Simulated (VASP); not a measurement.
A run of VASP 6.6.1 is set up as follows.

File POSCAR:

```
Y
1.0
    0.0000000000      2.5538707880      2.5538707880
    2.5538707880      0.0000000000      2.5538707880
    2.5538707880      2.5538707880      0.0000000000
Y
1
Direct
    0.0000000000      0.0000000000      0.0000000000
```

The input INCAR.step1:

```
SYSTEM = Y
ALGO     = Normal         ! electronic algorithm
EDIFF    = 1E-5           ! SCF threshold, eV
ENCUT    = 520            ! plane-wave cutoff, eV
GGA      = PE             ! functional
ISIF     = 2              ! what is computed and relaxed
ISMEAR   = -1             ! smearing method
LASPH    = .TRUE.         ! aspherical terms in the spheres
LREAL    = .FALSE.        ! projectors in reciprocal space
LWAVE    = .TRUE.         ! write WAVECAR
NBANDS   = 12             ! bands
NELM     = 80             ! most SCF steps
PREC     = Accurate       ! precision mode
SIGMA    = 0.1            ! smearing width, eV
```

Contents of INCAR.step2:

```
SYSTEM = Y
AEXX     = 0.25           ! exact-exchange fraction
ALGO     = Normal         ! electronic algorithm
EDIFF    = 1E-6           ! SCF threshold, eV
ENCUT    = 520            ! plane-wave cutoff, eV
ISIF     = 2              ! what is computed and relaxed
ISMEAR   = -1             ! smearing method
ISTART   = 1            
LASPH    = .TRUE.         ! aspherical terms in the spheres
LCHARG   = .TRUE.         ! write CHGCAR
LELF     = .TRUE.         ! ELF
LHFCALC  = .TRUE.         ! exact exchange
LMIXTAU  = .TRUE.       
LREAL    = .FALSE.        ! projectors in reciprocal space
LVHAR    = .TRUE.       
LWAVE    = .FALSE.        ! write WAVECAR
METAGGA  = R2SCAN         ! meta-GGA
NBANDS   = 12             ! bands
NELM     = 80             ! most SCF steps
PREC     = Accurate       ! precision mode
PRECFOCK = Normal       
SIGMA    = 0.1            ! smearing width, eV
```

The input KPOINTS:

```
k-points
0
G
  6 6 6
  0 0 0
```

Potentials or basis: VASP PAW PBE potentials, release 64 (Y_sv).

Launch:

```console
$ cat potpaw_PBE.64/Y_sv/POTCAR > POTCAR
$ cp INCAR.step1 INCAR
$ mpirun -np 1 vasp_std > vasp.out
$ cp INCAR.step2 INCAR
$ mpirun -np 1 vasp_std > vasp.out
```

Question: Estimate the band gap on the k mesh.

Answer: Zero (an odd number of electrons rules out a gap without spin polarisation).

Question: Estimate the pressure.

Answer: 1.2 GPa.

Caveat: the PAW data sets were made with another functional, which shifts forces and pressure a little.
